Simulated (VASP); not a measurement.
The system is Re.

```
Re
1.0
     0.00000    2.23089    2.23089
     2.23089    0.00000    2.23089
     2.23089    2.23089    0.00000
Re
2
Direct
  0.87500 0.87500 0.87500
  0.12500 0.12500 0.12500
```

Base run:

| Quantity | Value |
| --- | --- |
| Program | VASP 6.6.1 |
| Functional | PBE |
| Potentials or basis | VASP PAW PBE potentials, release 64 (Re_sv_GW) |
| Cutoff | 500 eV |
| k mesh | 15 × 15 × 15 |
| Occupations | fermi-dirac, width 0.08 eV |
| Spin | no spin polarisation |

Its results: band gap on the k mesh zero (band 15 reaches 20.59 eV, above the bottom of band 16 at 18.40 eV); pressure 550.2 GPa.

The run is repeated on the same cell with these changes: potentials or basis from VASP PAW PBE potentials, release 64 (Re_sv_GW) to VASP PAW PBE potentials, release 64 (Re); cutoff from 500 eV to 520 eV; further incar settings from ALGO = Normal; EDIFF = 1e-06; NBANDS = 22 to ALGO = Normal; EDIFF = 1e-06; NBANDS = 14; valence electrons from 30 to 14. What comes out?

Band gap on the k mesh zero (band 7 reaches 13.58 eV, above the bottom of band 8 at 11.63 eV); pressure 440.8 GPa.

Caveats: spin-orbit coupling is left out, which moves the levels of the heavy elements.
